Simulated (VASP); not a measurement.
# ZrC in VASP: a series of runs

Aim: see how the results for ZrC move with the level of theory and the settings. Levels: PBE, PBE0. Tasks: single point.

Everything below comes from runs of VASP 6.6.1. Logs are shortened: lines on timing, memory, paths and dates and some standing lists are left out, and cuts for length are marked.

### Step 1. The cell of the first run

The typed cell holds 2 atoms: a = 3.345 Å, b = 3.345 Å, c = 3.345 Å, α = 60.00°, β = 60.00°, γ = 60.00°.

### Step 2. Single point, PBE (atoms moved at random)

Contents of INCAR:

```
ALGO = Normal
EDIFF = 1E-7
ENCUT = 520
ISIF = 2
ISMEAR = 0
LASPH = T
LCHARG = F
LREAL = F
LWAVE = F
NELM = 100
PREC = Accurate
SIGMA = 0.02
```

Contents of KPOINTS:

```
k-points
0
Gamma
  8 8 8
```

Contents of POSCAR:

```
ZrC
1.0
    0.0000000000      2.3650000000      2.3650000000
    2.3650000000      0.0000000000      2.3650000000
    2.3650000000      2.3650000000      0.0000000000
Zr C
1 1
Direct
    0.5012350000      0.5039860000      0.4991230000
    0.0004470000      0.0002700000      0.0004340000
```

Potentials or basis: VASP PAW PBE potentials, release 64 (Zr_sv, C).

Run with:

```sh
$ cat potpaw_PBE.64/Zr_sv/POTCAR potpaw_PBE.64/C/POTCAR > POTCAR
$ mpirun -np 1 vasp_std > vasp.out
```

OUTCAR:

```text
EDIFF = 1E-7
   ENCUT = 520
   ISIF = 2
   ISMEAR = 0
   LASPH = T
   LREAL = F
   NELM = 100
   PREC = Accurate

 Found    260 irreducible k-points:

 Following reciprocal coordinates:
            Coordinates               Weight
  0.000000  0.000000  0.000000      1.000000
  0.125000  0.000000  0.000000      2.000000
  0.000000  0.125000  0.000000      2.000000
  0.000000  0.000000  0.125000      2.000000
  0.125000  0.125000  0.125000      2.000000
  0.250000  0.000000  0.000000      2.000000
   k-points           NKPTS =    260   k-points in BZ     NKDIM =    260   number of bands    NBANDS=     12
   number of dos      NEDOS =    301   number of ions     NIONS =      2
   total plane-waves  NPLWV =  21952
   dimension x,y,z NGX =    28 NGY =   28 NGZ =   28
   dimension x,y,z NGXF=    56 NGYF=   56 NGZF=   56
   ions per type =               1   1
   NGX,Y,Z   is equivalent  to a cutoff of  13.92, 13.92, 13.92 a.u.
   NGXF,Y,Z  is equivalent  to a cutoff of  27.84, 27.84, 27.84 a.u.
 SYSTEM =  unknown system
   PREC   = accura    normal or accurate (medium, high low for compatibility)
   ISTART =      0    job   : 0-new  1-cont  2-samecut
   ICHARG =      2    charge: 1-file 2-atom 10-const
   ISPIN  =      1    spin polarized calculation?
   LNONCOLLINEAR =      F non collinear calculations
   LSORBIT =      F    spin-orbit coupling
   LASPH  =      T    aspherical Exc in radial PAW
   ENCUT  =  520.0 eV  38.22 Ry    6.18 a.u.   6.22  6.22  6.22*2*pi/ulx,y,z
   NELM   =    100;   NELMIN=  2; NELMDL= -5     # of ELM steps
   EDIFF  = 0.1E-06   stopping-criterion for ELM
   LREAL  =      F    real-space projection
   EDIFFG = 0.1E-05   stopping-criterion for IOM
   NSW    =      0    number of steps for IOM
   IBRION =     -1    ionic relax: 0-MD 1-quasi-New 2-CG
   NFREE  =      0    steps in history (QN), initial steepest desc. (CG)
   ISIF   =      2    stress and relaxation
   ISYM   =      2    0-nonsym 1-usesym 2-fastsym
   POTIM  = 0.5000    time-step for ionic-motion
   TEBEG  =    0.0;   TEEND  =   0.0 temperature during run

   SCALEE = 1.0000    scale energy and forces
   PSTRESS=    0.0 pullay stress
   NELECT =      16.0000    total number of electrons
   NUPDOWN=      -1.0000    fix difference up-down
   EMIN   =  10.00;   EMAX   =-10.00  energy-range for DOS
   EFERMI =   0.00;   METHOD = LEGACY
   ISMEAR =     0;   SIGMA  =   0.02  broadening in eV -4-tet -1-fermi 0-gaus
   EFERMI_NEDOS =   21; number of points for ismear=-14 and -15
   IALGO  =     38    algorithm
   IMIX   =      4    mixing-type and parameters
     AMIX     =   0.40;   BMIX     =  1.00
     AMIX_MAG =   1.60;   BMIX_MAG =  1.00
  volume/ion in A,a.u.               =      13.23        89.27
  Fermi-wavevector in a.u.,A,eV,Ry     =   1.384439  2.616209 26.077880  1.916670
  Thomas-Fermi vector in A             =   2.508943
   LORBIT       =      0    0 simple, 1 ext, 2 COOP (PROOUT), +10 PAW based schemes
   GGA     = PE    functional components
   LHFCALC =     F    Hartree Fock is set to
   AEXX    =    0.0000 exact exchange contribution
   IVDW    =     0    specifies the selected vdW correction
   LEPSILON=     F    determine dielectric tensor
   LRPA    =     F    only Hartree local field effects (RPA)

   CSHIFT  =0.1000    complex shift for real part using Kramers Kronig

   OMEGAMAX=  -1.0    maximum frequency
 non-spin polarized calculation
 Gauss-broadening in eV      SIGMA  =   0.02
  energy-cutoff  :      520.00
  volume of cell :       26.46
 maximum number of plane-waves:       725
 NGX is ok and might be reduce to    28
   NGX = 13   NGY = 13   NGZ = 13

 number of electron      16.0000000 magnetization

 Free energy of the ion-electron system (eV)
  ---------------------------------------------------
  ext. energy  EPLUGINS =         0.00000000
  ---------------------------------------------------
  free energy    TOTEN  =       -19.45579971 eV

  energy without entropy =      -19.45553669  energy(sigma->0) =      -19.45566820

 E-fermi :   9.3475     XC(G=0): -12.0402

 val. band max:        9.3473205201   @ k =   0.1250   0.1250   0.0000
 cond. band min:       9.3483548797   @ k =   0.1250   0.1250   0.0000
 fundamental gap:      0.0010343595
 Fermi energy:         9.3474701357

 k-point     1 :       0.0000    0.0000    0.0000
  band No.  band energies     occupation
      1     -38.7809      2.00000
      2     -16.5034      2.00000
      3     -16.5031      2.00000
      4     -16.5030      2.00000
      5      -1.8406      2.00000
      6      10.3009      0.00000
      7      10.3046      0.00000
      8      10.3250      0.00000
      9      10.4848      0.00000
     10      10.5092      0.00000
     11      10.5132      0.00000
     12      12.1589      0.00000

 k-point     2 :       0.1250    0.0000    0.0000
  band No.  band energies     occupation
      1     -38.7674      2.00000
      2     -16.6274      2.00000
      3     -16.5143      2.00000
      4     -16.5141      2.00000
      5      -1.5037      2.00000
      6       8.6498      2.00000
      7       9.0269      2.00000
      8       9.0326      2.00000
      9      10.9745      0.00000
     10      10.9754      0.00000
     11      11.4271      0.00000
     12      13.6795      0.00000

 k-point     3 :       0.0000    0.1250    0.0000
  band No.  band energies     occupation
      1     -38.7674      2.00000
      2     -16.6274      2.00000
      3     -16.5144      2.00000
      4     -16.5141      2.00000
      5      -1.5037      2.00000
      6       8.6526      2.00000
      7       9.0267      2.00000
      8       9.0284      2.00000
      9      10.9747      0.00000
     10      10.9760      0.00000
     11      11.4291      0.00000
     12      13.6775      0.00000

 k-point     4 :       0.0000    0.0000    0.1250
  band No.  band energies     occupation
      1     -38.7674      2.00000
      2     -16.6274      2.00000
      3     -16.5143      2.00000
      4     -16.5141      2.00000
      5      -1.5037      2.00000
      6       8.6501      2.00000
      7       9.0269      2.00000
      8       9.0323      2.00000
      9      10.9745      0.00000
     10      10.9755      0.00000
     11      11.4272      0.00000
     12      13.6788      0.00000

 k-point     5 :       0.1250    0.1250    0.1250
  band No.  band energies     occupation
      1     -38.7674      2.00000
      2     -16.6274      2.00000
      3     -16.5143      2.00000
      4     -16.5141      2.00000
      5      -1.5037      2.00000
      6       8.6519      2.00000
      7       9.0267      2.00000
      8       9.0296      2.00000
      9      10.9746      0.00000
     10      10.9759      0.00000
     11      11.4286      0.00000
     12      13.6780      0.00000

 k-point     6 :       0.2500    0.0000    0.0000
  band No.  band energies     occupation
      1     -38.7346      2.00000
      2     -16.9157      2.00000
      3     -16.5408      2.00000
      4     -16.5406      2.00000
      5      -0.6182      2.00000
      6       6.6915      2.00000
      7       7.6792      2.00000
      8       7.6806      2.00000
      9      11.9178      0.00000
     10      11.9187      0.00000
     11      12.1399      0.00000
     12      16.0429      0.00000

 [... further k-points ...]

------------------------ aborting loop because EDIFF is reached ----------------------------------------

  FORCE on cell =-STRESS in cart. coord.  units (eV):
  Direction    XX          YY          ZZ          XY          YZ          ZX
  --------------------------------------------------------------------------------------
  -------------------------------------------------------------------------------------
  Total       -0.4451097     -0.4465775     -0.4412654     -0.0001577     -0.0002932      0.0013358
  in kB      -26.9559256    -27.0448112    -26.7231094     -0.0095513     -0.0177580      0.0808981
  external PRESSURE =     -26.9079487 kB  Pullay stress =       0.0000000 kB

 VOLUME and BASIS-vectors are now :
 -----------------------------------------------------------------------------
  energy-cutoff  :      520.00
  volume of cell :       26.46
      direct lattice vectors                 reciprocal lattice vectors
     0.000000000  2.365000000  2.365000000    -0.211416490  0.211416490  0.211416490
     2.365000000  0.000000000  2.365000000     0.211416490 -0.211416490  0.211416490
     2.365000000  2.365000000  0.000000000     0.211416490  0.211416490 -0.211416490

 POSITION                                       TOTAL-FORCE (eV/Angst)
 -----------------------------------------------------------------------------------
      2.37235      2.36585      2.37735        -0.039888      0.008702     -0.074138
      0.00166      0.00208      0.00170         0.039888     -0.008702      0.074138
 -----------------------------------------------------------------------------------
    total drift:                               -0.000005     -0.000007      0.000001

  FREE ENERGIE OF THE ION-ELECTRON SYSTEM (eV)
  ---------------------------------------------------
  free  energy   TOTEN  =       -19.4557997055 eV

  energy  without entropy=      -19.4555366857  energy(sigma->0) =      -19.45566820
```

Run time: 44 s. Hardware: 1 thread of Intel Xeon 6975P-C (Granite Rapids), shared host; peak memory 0.22 GiB.

What came out:

- Free energy: -19.4558 eV
- Pressure: -2.7 GPa
- Largest force: 0.085 eV/Å
- Band gap on the k mesh: zero (bands 8 and 9 overlap by 1.29 eV)

Forces on the atoms (eV/Å):
```
Zr  -0.040  0.009 -0.074
C    0.040 -0.009  0.074
```

Caveat: the cell differs from its parent crystal (atoms moved at random).

### Step 3. Single point, PBE0

Contents of POSCAR:

```
ZrC
1.0
    0.0000000000      2.3650000000      2.3650000000
    2.3650000000      0.0000000000      2.3650000000
    2.3650000000      2.3650000000      0.0000000000
Zr C
1 1
Direct
    0.5000000000      0.5000000000      0.5000000000
    0.0000000000      0.0000000000      0.0000000000
```

Contents of INCAR.step1:

```
SYSTEM = ZrC
  ALGO = Normal
  EDIFF = 1E-5
  ENCUT = 520
  GGA = PE
  GGA_COMPAT = .False.
  ISIF = 2
  ISMEAR = 1
  LASPH = .True.
  LREAL = .False.
  LWAVE = .True.
  NBANDS = 15
  NELM = 120
  PREC = Accurate
  SIGMA = 0.05
```

Contents of INCAR.step2:

```
SYSTEM = ZrC
  AEXX = 0.25
  ALGO = Normal
  EDIFF = 1E-6
  ENCUT = 520
  GGA = PE
  GGA_COMPAT = .False.
  ISIF = 2
  ISMEAR = 1
  ISTART = 1
  LASPH = .True.
  LCHARG = .True.
  LELF = .True.
  LHFCALC = .True.
  LREAL = .False.
  LVHAR = .True.
  LWAVE = .False.
  NBANDS = 15
  NELM = 120
  PREC = Accurate
  PRECFOCK = Normal
  SIGMA = 0.05
```

Contents of KPOINTS:

```
k-points
0
Gamma
  7 7 7
  0 0 0
```

Potentials or basis: VASP PAW PBE potentials, release 64 (Zr_sv, C).

Run with:

```sh
$ cat potpaw_PBE.64/Zr_sv/POTCAR potpaw_PBE.64/C/POTCAR > POTCAR
$ cp INCAR.step1 INCAR
$ mpirun -np 1 vasp_std > vasp.out
$ cp INCAR.step2 INCAR
$ mpirun -np 1 vasp_std > vasp.out
```

It took 75 min on 1 thread of AMD EPYC 7R13 (Zen 3), shared host; peak memory 0.15 GiB.

Results (log left out):

```
Free energy            : -23.8889 eV
Pressure               : -5.8 GPa
Band gap on the k mesh : zero (bands 8 and 9 overlap by 1.94 eV)
```

Levels at points of the mesh, in eV from the Fermi level:
| k point | band 5 | band 6 | band 7 | band 8 | band 9 | band 10 | band 11 | band 12 |
| --- | --- | --- | --- | --- | --- | --- | --- | --- |
| (0.00, 0.00, 0.00) | -13.07 | 1.39 | 1.39 | 1.39 | 2.22 | 2.22 | 2.22 | 3.86 |

Caveat: the cell stands under tension; the PAW data sets were made with another functional, which shifts forces and pressure a little.
